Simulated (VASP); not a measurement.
# Dy4Au (Im-3m) in VASP: further runs, part 2 of 2

VASP 6.6.1.

## (3) Single point, PBE

This run uses another cell than the first one, of 32.26 Å³/atom.

Contents of INCAR:

```
SYSTEM = Dy4Au
PREC     = Accurate       ! precision mode
ENCUT    = 500            ! plane-wave cutoff, eV
EDIFF    = 1E-6           ! SCF threshold, eV
ISMEAR   = 0              ! smearing method
SIGMA    = 0.1            ! smearing width, eV
LREAL    = .False.        ! projectors in reciprocal space
LASPH    = .True.         ! aspherical terms in the spheres
NELM     = 200            ! most SCF steps
ALGO     = Normal         ! electronic algorithm
ISIF     = 2              ! what is computed and relaxed
LWAVE    = .False.        ! write WAVECAR
LCHARG   = .False.        ! write CHGCAR
GGA      = PE             ! functional
NBANDS   = 32             ! bands
GGA_COMPAT= .False.      
LMAXMIX  = 6              ! l up to which the mixer works
```

Contents of KPOINTS:

```
Automatic mesh
0
Gamma
  4 4 4
  0 0 0
```

Contents of POSCAR:

```
Dy4Au
1.0
   -3.4293576513      3.4293576513      3.4293576513
    3.4293576513     -3.4293576513      3.4293576513
    3.4293576513      3.4293576513     -3.4293576513
Dy Au
4 1
Direct
    0.5000000000      0.5000000000      0.5000000000
    0.0000000000      0.0000000000      0.5000000000
    0.0000000000      0.5000000000      0.0000000000
    0.5000000000      0.0000000000      0.0000000000
    0.0000000000      0.0000000000      0.0000000000
```

Potentials or basis: VASP PAW PBE potentials, release 64 (Dy_3, Au), 4f in core.

Launch:

```
> cat potpaw_PBE.64/Dy_3/POTCAR potpaw_PBE.64/Au/POTCAR > POTCAR
> mpirun -np 1 vasp_std > vasp.out
```

Wall time 28 s (1 thread of AMD EPYC 9R45 (Zen 5), shared host); peak memory 0.29 GiB.

The run converged. Its results:

| Property | Result |
| --- | --- |
| Free energy | -20.8356 eV |
| Pressure | 0.4 GPa |
| Band gap on the k mesh | zero (an odd number of electrons rules out a gap without spin polarisation) |

Levels at points of the mesh, in eV from the Fermi level:
```
           k point  band 21  band 22  band 23  band 24  band 25  band 26
(0.00, 0.00, 0.00)    -1.31     0.07     0.07     0.22     0.22     0.22
(0.50, 0.00, 0.00)    -1.07    -0.90    -0.37     0.17     0.19     0.51
(0.50, 0.50, 0.50)    -2.75    -0.84    -0.84    -0.84    -0.02    -0.02
```

Caveat: spin-orbit coupling is left out, which moves the levels of the heavy elements; the 4f electrons are frozen in the core, so they carry no moment and show no levels. Spin polarisation is off, so any magnetic state and its effect on volume and gap are missing.

## (4) Relaxation of cell and atoms, PBE

Contents of INCAR:

```
SYSTEM = Dy4Au
PREC = Accurate
ENCUT = 500
EDIFF = 1E-7
ISMEAR = 0
SIGMA = 0.1
LREAL = .FALSE.
LASPH = .TRUE.
NELM = 200
ALGO = Normal
ISIF = 3
LWAVE = .FALSE.
LCHARG = .FALSE.
GGA = PE
IBRION = 2
NSW = 90
EDIFFG = -0.04
GGA_COMPAT = .FALSE.
NELMIN = 4
LMAXMIX = 6
```

Contents of KPOINTS:

```
regular mesh
0
G
  4 4 4
  0 0 0
```

POSCAR, as its differences from that of step 3:

```diff
@@ -2,5 +2,5 @@
 1.0
-   -3.4293576513      3.4293576513      3.4293576513
-    3.4293576513     -3.4293576513      3.4293576513
-    3.4293576513      3.4293576513     -3.4293576513
+   -3.2774730500      3.2774730500      3.2774730500
+    3.2774730500     -3.2774730500      3.2774730500
+    3.2774730500      3.2774730500     -3.2774730500
 Dy Au
```

Launch:

```
> cat potpaw_PBE.64/Dy_3/POTCAR potpaw_PBE.64/Au/POTCAR > POTCAR
> mpirun -np 1 vasp_std > vasp.out
```

Wall time 71 s (1 thread of AMD EPYC 9R45 (Zen 5), shared host); peak memory 0.24 GiB.

It converged, with:

* Free energy: -20.8350 eV
* Relaxed volume: 32.53 Å³/atom
* Relaxed cell: a = 5.956 Å, b = 5.956 Å, c = 5.956 Å, α = 109.47°, β = 109.47°, γ = 109.47°
* Space group after relaxing (to 0.1 Å): Im-3m (No. 229)
* Energy gained by relaxing: 106.6 meV/atom
* Ionic steps: 3
* Pressure after relaxing: 0.0 GPa
* Band gap on the k mesh: zero (an odd number of electrons rules out a gap without spin polarisation)

The path:
```csv
step,energy change (eV),largest force (eV/Å),pressure (GPa),volume (Å³)
1,0.0000,0.0000,8.67,140.82
2,-0.4244,0.0000,-2.82,174.22
3,-0.5329,0.0000,-0.01,162.65
```

Final structure:
```
Dy Au
1.0
    -3.43873    3.43873    3.43873
     3.43873   -3.43873    3.43873
     3.43873    3.43873   -3.43873
Dy Au
4 1
Direct
  0.50000 0.50000 0.50000
  0.00000 0.00000 0.50000
  0.00000 0.50000 0.00000
  0.50000 0.00000 0.00000
  0.00000 0.00000 0.00000
```

Levels at points of the mesh, in eV from the Fermi level:
```tsv
k point	band 19	band 20	band 21	band 22	band 23	band 24	band 25	band 26	band 27	band 28
(0.00, 0.00, 0.00)	-3.04	-1.29	-1.29	0.07	0.07	0.22	0.22	0.22	1.64	1.64
(0.50, 0.00, 0.00)	-3.03	-1.51	-1.05	-0.90	-0.36	0.16	0.19	0.51	0.57	0.77
(0.50, 0.50, 0.50)	-2.74	-2.74	-2.74	-0.83	-0.83	-0.83	-0.02	-0.02	-0.02	0.09
```

Caveat: the volume moved by over 15 % at a fixed basis, so the end points are rough; the highest band is partly filled, so the run has too few bands; spin-orbit coupling is left out, which moves the levels of the heavy elements; the 4f electrons are frozen in the core, so they carry no moment and show no levels. Spin polarisation is off, so any magnetic state and its effect on volume and gap are missing.

## (5) The runs side by side

| task | cell | gap on the mesh (eV) | pressure (GPa) |
| --- | --- | --- | --- |
| single point | a = 5.677 Å, angles 109.5°, 5 atoms | none | 8.7 |
| single point | a = 5.940 Å, angles 109.5°, 5 atoms | none | 0.4 |
| relaxation of cell and atoms | relaxed from a = 5.677 Å, angles 109.5°, 5 atoms | none | 0.0 |

Alike in all rows: level PBE; potentials or basis VASP PAW PBE potentials, release 64 (Dy_3, Au), 4f in core; no spin polarisation; k mesh 4 × 4 × 4; cutoff (eV) 500; smearing gaussian 0.1 eV.

Caveats: spin-orbit coupling is left out, which moves the levels of the heavy elements; the 4f electrons are frozen in the core, so they carry no moment and show no levels; the cell stands under pressure (at least some runs); the volume moved by over 15 % at a fixed basis, so the end points are rough (at least some runs); the highest band is partly filled, so the run has too few bands (at least some runs).

Total energies depend on the potentials used, so only differences within one code and one set of settings carry meaning.
